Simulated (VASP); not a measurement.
CuI:

```xyz
4
Lattice="4.1286 0.0000 0.0000 -2.0643 3.5755 0.0000 0.0000 0.0000 7.4781" Properties=species:S:1:pos:R:3 pbc="T T T"
Cu    2.0643    1.1918    4.4117
Cu    0.0000    2.3837    3.0664
I     0.0000    2.3837    5.6441
I     2.0643    1.1918    1.8340
```

Base run:

- Program: VASP 6.6.1
- Functional: PBEsol
- Potentials or basis: VASP PAW PBE potentials, release 64 (Cu, I)
- Cutoff: 520 eV
- k mesh: 6 × 6 × 4
- Occupations: gaussian, width 0.01 eV
- Spin: no spin polarisation

Its results: band gap on the k mesh 1.57 eV, direct; pressure -1.6 GPa; largest force 0.214 eV/Å.

The run is repeated on the same cell with these changes: functional from PBEsol to BLYP. What comes out?

Band gap on the k mesh 1.75 eV, direct; pressure 4.9 GPa; largest force 0.575 eV/Å.

BLYP binds less tightly than PBEsol, so the same cell stands under more pressure.

Caveats: the PAW data sets were made with another functional, which shifts forces and pressure a little; spin-orbit coupling is left out, which moves the levels of the heavy elements; this functional lacks dispersion, which binds the layers, so the pressure and a relaxed spacing across them are unreliable.

